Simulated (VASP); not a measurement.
Input of a VASP 6.6.1 run:

Contents of INCAR:

```
SYSTEM = Pd
ALGO = Fast
EDIFF = 1E-6
ENCUT = 520
GGA = PS
ISIF = 2
ISMEAR = 0
LASPH = .True.
LCHARG = .False.
LREAL = .False.
LWAVE = .False.
NBANDS = 11
NELM = 60
PREC = Accurate
SIGMA = 0.15
```

KPOINTS

```
k-points
0
Gamma
  20 20 20
  0 0 0
```

File POSCAR:

```
Pd
1.0
    0.0000000000      1.8671040000      1.9449000000
    1.8671040000      0.0000000000      1.9449000000
    1.8671040000      1.8671040000      0.0000000000
Pd
1
Direct
    0.0000000000      0.0000000000      0.0000000000
```

Potentials or basis: VASP PAW PBE potentials, release 64 (Pd).

Command:

```console
$ cat potpaw_PBE.64/Pd/POTCAR > POTCAR
$ mpirun -np 1 vasp_std > vasp.out
```

(1) What does it give for the pressure?

(2) What does it give for the band gap on the k mesh?

Answers

(1) 17.2 GPa.

(2) zero (bands 5 and 6 overlap by 1.97 eV).

Caveat: the cell differs from its parent crystal (strain -0.040 along x and y, +0.000 along z); the cell stands under pressure; the PAW data sets were made with another functional, which shifts forces and pressure a little.
